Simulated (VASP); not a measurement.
# Ag (I4/mmm) in VASP: notebook, part 2 of 2

VASP 6.6.1. Earlier steps stand in the parts before.

## 3. Single point, PBEsol (strain -0.080 along x and y, +0.040 along z)

File INCAR:

```
SYSTEM = Ag
PREC = Accurate
ENCUT = 520
EDIFF = 1E-6
ISMEAR = 0
SIGMA = 0.15
LREAL = .False.
LASPH = .True.
NELM = 80
ALGO = Fast
ISIF = 2
LWAVE = .False.
LCHARG = .True.
GGA = PS
LELF = .True.
LVHAR = .True.
NBANDS = 12
```

File KPOINTS:

```
Automatic mesh
0
Gamma
  20 20 20
  0 0 0
```

File POSCAR:

```
Ag
1.0
    0.0000000000      1.8796520000      2.1248240000
    1.8796520000      0.0000000000      2.1248240000
    1.8796520000      1.8796520000      0.0000000000
Ag
1
Direct
    0.0000000000      0.0000000000      0.0000000000
```

Potentials or basis: VASP PAW PBE potentials, release 64 (Ag).

Started as:

```sh
$ cat potpaw_PBE.64/Ag/POTCAR > POTCAR
$ mpirun -np 1 vasp_std > vasp.out
```

OUTCAR:

```text
SYSTEM = Ag
   PREC = Accurate
   ENCUT = 520
   EDIFF = 1E-6
   ISMEAR = 0
   LREAL = .False.
   LASPH = .True.
   NELM = 80
   ISIF = 2
   GGA = PS

 ion  position               nearest neighbor table
   1  0.000  0.000  0.000-

  LATTYP: Found a body centered tetragonal cell.
 ALAT       =     2.6582293509
 C/A-ratio  =     1.5986762009

  Lattice vectors:

 A1 = (  -1.8796520000,   0.0000000000,   2.1248240000)
 A2 = (   1.8796520000,   0.0000000000,   2.1248240000)
 A3 = (   0.0000000000,   1.8796520000,  -2.1248240000)

Analysis of symmetry for initial positions (statically):
=====================================================================
 Subroutine PRICEL returns:
 Original cell was already a primitive cell.

 Routine SETGRP: Setting up the symmetry group for a
 body centered tetragonal supercell.

 Subroutine GETGRP returns: Found 16 space group operations
 (whereof 16 operations were pure point group operations)
 out of a pool of 16 trial point group operations.

The static configuration has the point symmetry D_4h.

Analysis of symmetry for dynamics (positions and initial velocities):
[... 170 lines left out ...]
      3       5.2272      2.00000
      4       5.2272      2.00000
      5       5.5615      2.00000
      6       6.6354      2.00000
      7      26.5724      0.00000
      8      29.1366      0.00000
      9      31.4440      0.00000
     10      31.4440      0.00000
     11      35.7606      0.00000
     12      37.4574      0.00000
[... 331 lines left out ...]
 k-point    24 :      -0.3500    0.0500    0.0000
  band No.  band energies     occupation
      1       3.0344      2.00000
      2       4.4778      2.00000
      3       5.3858      2.00000
      4       6.4227      2.00000
      5       6.6532      2.00000
      6       7.7906      2.00000
      7      17.6367      0.00000
      8      25.0555      0.00000
      9      29.2549      0.00000
     10      32.1496      0.00000
     11      33.3111      0.00000
     12      36.0935      0.00000

 [... further k-points ...]

------------------------ aborting loop because EDIFF is reached ----------------------------------------

  FORCE on cell =-STRESS in cart. coord.  units (eV):
  Direction    XX          YY          ZZ          XY          YZ          ZX
  --------------------------------------------------------------------------------------
  -------------------------------------------------------------------------------------
  Total        1.9225987      1.9225987      0.9493761      0.0000000      0.0000000      0.0000000
  in kB      205.1593720    205.1593720    101.3073665      0.0000000      0.0000000      0.0000000
  external PRESSURE =     170.5420368 kB  Pullay stress =       0.0000000 kB

 VOLUME and BASIS-vectors are now :
 -----------------------------------------------------------------------------
  energy-cutoff  :      520.00
  volume of cell :       15.01
      direct lattice vectors                 reciprocal lattice vectors
     0.000000000  1.879652000  2.124824000    -0.266006686  0.266006686  0.235313607
     1.879652000  0.000000000  2.124824000     0.266006686 -0.266006686  0.235313607
     1.879652000  1.879652000  0.000000000     0.266006686  0.266006686 -0.235313607

 POSITION                                       TOTAL-FORCE (eV/Angst)
 -----------------------------------------------------------------------------------
      0.00000      0.00000      0.00000         0.000000      0.000000      0.000000
 -----------------------------------------------------------------------------------
    total drift:                                0.000000      0.000000     -0.000000

  FREE ENERGIE OF THE ION-ELECTRON SYSTEM (eV)
  ---------------------------------------------------
  free  energy   TOTEN  =        -3.2021923300 eV

  energy  without entropy=       -3.1995709560  energy(sigma->0) =       -3.20088164
```

OSZICAR:

```text
N       E                     dE             d eps       ncg     rms          rms(c)
DAV:   1     0.520749324167E+02    0.52075E+02   -0.55661E+03 15532   0.846E+02
DAV:   2    -0.275068380774E+01   -0.54826E+02   -0.52075E+02 18036   0.200E+02
DAV:   3    -0.358657783676E+01   -0.83589E+00   -0.83524E+00 18000   0.257E+01
DAV:   4    -0.358891263036E+01   -0.23348E-02   -0.23347E-02 17832   0.143E+00
DAV:   5    -0.358892835512E+01   -0.15725E-04   -0.15725E-04 18264   0.104E-01    0.786E+00
RMM:   6    -0.322545829584E+01    0.36347E+00   -0.46882E-01 15724   0.626E+00    0.448E+00
RMM:   7    -0.320756466794E+01    0.17894E-01   -0.15809E-02 17404   0.140E+00    0.240E+00
RMM:   8    -0.320219461998E+01    0.53700E-02   -0.17525E-03 18059   0.429E-01    0.245E-01
RMM:   9    -0.320219506996E+01   -0.44998E-06   -0.21388E-04 19688   0.130E-01    0.828E-02
RMM:  10    -0.320219283694E+01    0.22330E-05   -0.39009E-05 19231   0.506E-02    0.470E-02
RMM:  11    -0.320219218232E+01    0.65463E-06   -0.10237E-05 17232   0.191E-02    0.121E-02
RMM:  12    -0.320219233004E+01   -0.14772E-06   -0.24894E-06 14170   0.125E-02
   1 F= -.32021923E+01 E0= -.32008816E+01  d E =-.262137E-02
```

stdout:

```text
POSCAR found type information on POSCAR Ag
 POSCAR found :  1 types and       1 ions
 scaLAPACK will be used
 -----------------------------------------------------------------------------
|                                                                             |
|                                                                             |
|     You enforced a specific xc type in the INCAR file but a different       |
|     I HOPE YOU KNOW WHAT YOU ARE DOING!                                     |
|                                                                             |
 -----------------------------------------------------------------------------

 LDA part: xc-table for (Slater+PW92), standard interpolation
 POSCAR, INCAR and KPOINTS ok, starting setup
 FFT: planning ... GRIDC
 FFT: planning ... GRID_SOFT
 FFT: planning ... GRID
 WAVECAR not read
 entering main loop
```

Wall time 85 s (1 thread of Intel Xeon Platinum 8375C at 2.90GHz (Ice Lake), shared host); peak memory 0.22 GiB.

Results:

```yaml
Free_energy: -3.2022 eV
Pressure: 17.1 GPa
Band_gap_on_the_k_mesh: zero (an odd number of electrons rules out a gap without spin polarisation)
```

Stress tensor (GPa, compression positive):
```
20.52  0.00  0.00
 0.00 20.52  0.00
 0.00  0.00 10.13
```

Caveat: the cell differs from its parent crystal (strain -0.080 along x and y, +0.040 along z); the cell stands under pressure; the PAW data sets were made with another functional, which shifts forces and pressure a little.

## 4. Single point, PBEsol (strain +0.040 along x and y, -0.040 along z)

File INCAR:

```
SYSTEM = Ag
ALGO = Normal ; EDIFF = 1E-6
ENCUT = 520 ; GGA = PS
ISIF = 2 ; ISMEAR = 0
LASPH = .True. ; LCHARG = .True.
LELF = .True. ; LREAL = .False.
LVHAR = .True. ; LWAVE = .False.
NBANDS = 12 ; NELM = 100
PREC = Accurate ; SIGMA = 0.15
```

File KPOINTS:

```
k-points
0
Gamma
  20 20 20
  0 0 0
```

File POSCAR:

```
Ag
1.0
    0.0000000000      2.1248240000      1.9613760000
    2.1248240000      0.0000000000      1.9613760000
    2.1248240000      2.1248240000      0.0000000000
Ag
1
Direct
    0.0000000000      0.0000000000      0.0000000000
```

Started as:

```sh
$ cat potpaw_PBE.64/Ag/POTCAR > POTCAR
$ mpirun -np 1 vasp_std > vasp.out
```

Wall time 89 s (1 thread of Intel Xeon Platinum 8375C at 2.90GHz (Ice Lake), shared host); peak memory 0.25 GiB.

Results (log left out):

```yaml
Free_energy: -3.2837 eV
Pressure: -6.1 GPa
Band_gap_on_the_k_mesh: zero (an odd number of electrons rules out a gap without spin polarisation)
```

Stress tensor (GPa, compression positive):
```
-6.80  0.00  0.00
 0.00 -6.80  0.00
 0.00  0.00 -4.78
```

Levels at points of the mesh, in eV from the Fermi level:
```tsv
k point	band 2	band 3	band 4	band 5	band 6	band 7	band 8	band 9	band 10	band 11
(0.00, 0.00, 0.00)	-4.76	-4.76	-4.32	-3.90	-3.44	16.00	18.95	18.95	19.93	23.98
(0.50, 0.00, 0.00)	-4.87	-4.41	-3.02	-2.79	-0.33	3.41	14.83	16.53	18.77	21.51
(0.50, 0.50, 0.00)	-6.04	-2.93	-2.69	-2.69	2.54	7.76	9.50	9.50	15.79	15.85
(0.50, 0.00, 0.50)	-6.02	-2.96	-2.89	-2.58	1.16	5.80	10.90	11.00	17.20	17.31
```

Caveat: the cell differs from its parent crystal (strain +0.040 along x and y, -0.040 along z); the cell stands under tension; the PAW data sets were made with another functional, which shifts forces and pressure a little.

## 5. Single point, PBEsol (strain +0.080 along x and y, -0.080 along z)

File INCAR:

```
  PREC = Accurate
  ENCUT = 520
  EDIFF = 1E-7
  ISMEAR = 0
  SIGMA = 0.15
  LREAL = False
  LASPH = True
  NELM = 80
  ALGO = Fast
  ISIF = 2
  LWAVE = False
  LCHARG = False
  GGA = PS
  NBANDS = 12
```

File KPOINTS:

```
Automatic mesh
0
Gamma
  20 20 20
```

File POSCAR:

```
Ag
1.0
    0.0000000000      2.2065480000      1.8796520000
    2.2065480000      0.0000000000      1.8796520000
    2.2065480000      2.2065480000      0.0000000000
Ag
1
Direct
    0.0000000000      0.0000000000      0.0000000000
```

Started as:

```sh
$ cat potpaw_PBE.64/Ag/POTCAR > POTCAR
$ mpirun -np 1 vasp_std > vasp.out
```

Wall time 84 s (1 thread of Intel Xeon Platinum 8375C at 2.90GHz (Ice Lake), shared host); peak memory 0.25 GiB.

Results (log left out):

| Quantity | Value |
| --- | --- |
| Free energy | -3.2453 eV |
| Pressure | -8.2 GPa |
| Band gap on the k mesh | zero (an odd number of electrons rules out a gap without spin polarisation) |

Stress tensor (GPa, compression positive):
```
-8.84  0.00  0.00
 0.00 -8.84  0.00
 0.00  0.00 -6.97
```

Levels at points of the mesh, in eV from the Fermi level:
```csv
k point,band 2,band 3,band 4,band 5,band 6,band 7,band 8,band 9,band 10,band 11
"(0.00, 0.00, 0.00)",-4.69,-4.69,-4.05,-3.92,-3.26,16.23,18.47,18.47,20.37,23.55
"(0.50, 0.00, 0.00)",-4.92,-4.04,-3.09,-2.66,-0.17,3.35,14.22,15.42,20.23,20.41
"(0.50, 0.50, 0.00)",-5.83,-2.86,-2.66,-2.66,3.64,8.52,8.52,8.90,14.47,14.70
"(0.50, 0.00, 0.50)",-5.73,-3.00,-3.00,-2.49,0.85,5.02,11.35,11.55,17.41,17.69
```

Caveat: the cell differs from its parent crystal (strain +0.080 along x and y, -0.080 along z); the cell stands under tension; the PAW data sets were made with another functional, which shifts forces and pressure a little.

## 6. Summary

| cell | gap on the mesh (eV) | pressure (GPa) |
| --- | --- | --- |
| a = 3.007, b = 3.007, c = 3.121 Å, angles 58.7, 58.7, 62.5°, 1 atom | none | -12.6 |
| a = 2.837, b = 2.837, c = 2.658 Å, angles 62.1, 62.1, 55.9°, 1 atom | none | 17.1 |
| a = 2.892, b = 2.892, c = 3.005 Å, angles 58.7, 58.7, 62.6°, 1 atom | none | -6.1 |
| a = 2.899, b = 2.899, c = 3.121 Å, angles 57.4, 57.4, 65.1°, 1 atom | none | -8.2 |

Alike in all rows: task single point; level PBEsol; potentials or basis VASP PAW PBE potentials, release 64 (Ag); no spin polarisation; k mesh 20 × 20 × 20; cutoff (eV) 520; smearing gaussian 0.15 eV.

Caveats: the PAW data sets were made with another functional, which shifts forces and pressure a little; the cell stands under tension (at least some runs); the cell stands under pressure (at least some runs).

Absolute energies hang on the potentials; compare differences alone.
